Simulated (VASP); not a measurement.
Here is a VASP 6.6.1 calculation.

Contents of INCAR:

```
ALGO     = Normal         # electronic algorithm
EDIFF    = 1E-6           # SCF threshold, eV
ENCUT    = 520            # plane-wave cutoff, eV
GGA      = PS             # functional
ISIF     = 2              # what is computed and relaxed
ISMEAR   = -1             # smearing method
IVDW     = 12             # dispersion correction
LASPH    = True           # aspherical terms in the spheres
LCHARG   = False          # write CHGCAR
LREAL    = False          # projectors in reciprocal space
LWAVE    = False          # write WAVECAR
NBANDS   = 10             # bands
NELM     = 80             # most SCF steps
PREC     = Accurate       # precision mode
SIGMA    = 0.3            # smearing width, eV
```

Contents of KPOINTS:

```
k-points
0
Gamma
  7 7 4
```

POSCAR

```
Al
1.0
    2.8219423030      0.0000000029      0.0000000000
   -1.4109711540      2.4438737210      0.0000000000
    0.0000000000      0.0000000000      4.5827427977
Al
2
Direct
    0.6666666667      0.3333333333      0.7500000000
    0.3333333333      0.6666666667      0.2500000000
```

Potentials or basis: VASP PAW PBE potentials, release 64 (Al).

Run with:

```bash
$ cat potpaw_PBE.64/Al/POTCAR > POTCAR
$ mpirun -np 1 vasp_std > vasp.out
```

(1) What does it give for the pressure?

(2) Estimate the band gap on the k mesh.

(3) What does it give for the dispersion energy per atom?

Results:

(1) 0.1 GPa.

(2) zero (band 3 reaches 12.82 eV, above the bottom of band 4 at 5.49 eV).

(3) -0.332 eV.

Caveat: the k points lie up to 0.37 Å⁻¹ apart; the PAW data sets were made with another functional, which shifts forces and pressure a little; pairwise dispersion overbinds metals, which lowers pressure and volume.
